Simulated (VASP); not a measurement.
TeO:

```
Te O
1.0
     0.00000    2.74244    3.03441
     2.58523    0.00000    3.03441
     2.58523    2.74244    0.00000
Te O
1 1
Cartesian
  0.0000 0.0000 0.0000
  2.5852 2.7424 3.0344
```

```yaml
Program: VASP 6.6.1
Task: relaxation of cell and atoms
Functional: PBE
Potentials_or_basis: VASP PAW PBE potentials, release 64 (Te, O)
Cutoff: 600 eV
k_mesh: 6 × 6 × 6
Occupations: gaussian, width 0.1 eV
Spin: no spin polarisation
```

At the start: pressure -12.6 GPa; volume 21.51 Å³/atom.

Q: Where does the relaxation end?

A: Over 20 steps the energy falls by 384.8 meV/atom and the volume is 20.37 Å³/atom (-5.3 %); space group Fmmm (No. 69, to 0.05 Å).

Step by step:
```tsv
step	energy change (eV)	largest force (eV/Å)	pressure (GPa)	volume (Å³)
1	0.0000	0.0000	-12.59	43.03
2	-0.4301	0.0000	7.64	33.28
3	-0.4587	0.0000	1.78	34.85
4	-0.5344	0.0000	3.03	35.00
5	-0.5738	0.0000	8.76	35.08
6	-0.5823	0.0000	6.72	35.08
7	-0.6250	0.0000	4.93	36.07
8	-0.6935	0.0000	1.13	39.08
9	-0.7047	0.0000	-0.02	40.55
10	-0.7066	0.0000	-0.66	41.51
11	-0.7223	0.0000	-0.74	41.54
12	-0.7588	0.0000	-0.42	41.56
13	-0.7291	0.0000	3.26	41.38
14	-0.7650	0.0000	0.13	41.54
15	-0.7651	0.0000	0.10	41.55
16	-0.7670	0.0000	-0.70	41.62
17	-0.7670	0.0000	-0.76	41.63
18	-0.7687	0.0000	-0.42	41.24
19	-0.7695	0.0000	0.21	40.64
20	-0.7695	0.0000	0.12	40.73
```

Final structure:
```xyz
2
Lattice="0.0000 2.3485 3.7519 2.3113 0.0000 3.7519 2.3113 2.3485 0.0000" Properties=species:S:1:pos:R:3 pbc="T T T"
Te    0.0000    0.0000    0.0000
O     2.3113    2.3485    3.7519
```
